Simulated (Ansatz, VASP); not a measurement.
**MoS2 in VASP and in Ansatz**

```xyz
3
Lattice="3.2275 0.0000 0.0000 -1.6137 2.7951 0.0000 0.0000 0.0000 6.3125" Properties=species:S:1:pos:R:3 pbc="T T T"
Mo    0.0000    0.0000    3.1562
S     1.6137    0.9317    4.7008
S     0.0000    1.8634    1.6117
```

Alike in both runs: task single point; functional PBEsol; k mesh 9 × 9 × 4; occupations gaussian, width 0.05 eV; no spin polarisation.

```csv
,VASP,Ansatz
version,VASP 6.6.1,Ansatz 0.2.0
potentials or method,"VASP PAW PBE potentials, release 64 (Mo_sv, S)",Ansatz PAW
plane-wave cutoff (eV),500,420
valence electrons in the cell,26,26
```

```csv
,VASP,Ansatz,Ansatz less VASP
gap on the k mesh at the Fermi level (eV),none,none,-
pressure (GPa),-3.5,-3.5,0.00
"traceless stress, the component that is largest in VASP (GPa)",2.56,2.54,-0.026
rms of the force components (eV/Å),0.016,0.013,-0.0030
```

VASP's potentials were made for PBE, not for PBEsol. Atom by atom the forces differ by 0.003 eV/Å (rms over components). A gap of «none» marks a metal or a gap that the smearing closes.
